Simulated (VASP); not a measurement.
A run of VASP 6.6.1 is set up as follows.

The input INCAR:

```
PREC = Accurate
ENCUT = 500
EDIFF = 1E-6
ISMEAR = 0
SIGMA = 0.02
LREAL = False
LASPH = True
NELM = 120
ALGO = Normal
ISIF = 2
LWAVE = False
LCHARG = True
GGA = PE
LELF = True
LVHAR = True
NBANDS = 11
GGA_COMPAT = False
```

File KPOINTS:

```
regular mesh
0
Gamma
  8 8 8
```

POSCAR

```
AlP
1.0
    0.0000000000      2.8078387069      2.8078387069
    2.8078387069      0.0000000000      2.8078387069
    2.8078387069      2.8078387069      0.0000000000
Al P
1 1
Direct
    0.0000000000      0.0000000000      0.0000000000
    0.7500000000      0.7500000000      0.7500000000
```

Potentials or basis: VASP PAW PBE potentials, release 64 (Al, P).

Launch:

```console
$ cat potpaw_PBE.64/Al/POTCAR potpaw_PBE.64/P/POTCAR > POTCAR
$ mpirun -np 1 vasp_std > vasp.out
```

**Question.** Estimate the pressure.

**Answer.** -4.3 GPa.

**Question.** Predict the band gap on the k mesh.

**Answer.** 1.73 eV, indirect (least direct gap 2.60 eV).

 A k mesh can miss the band edges.
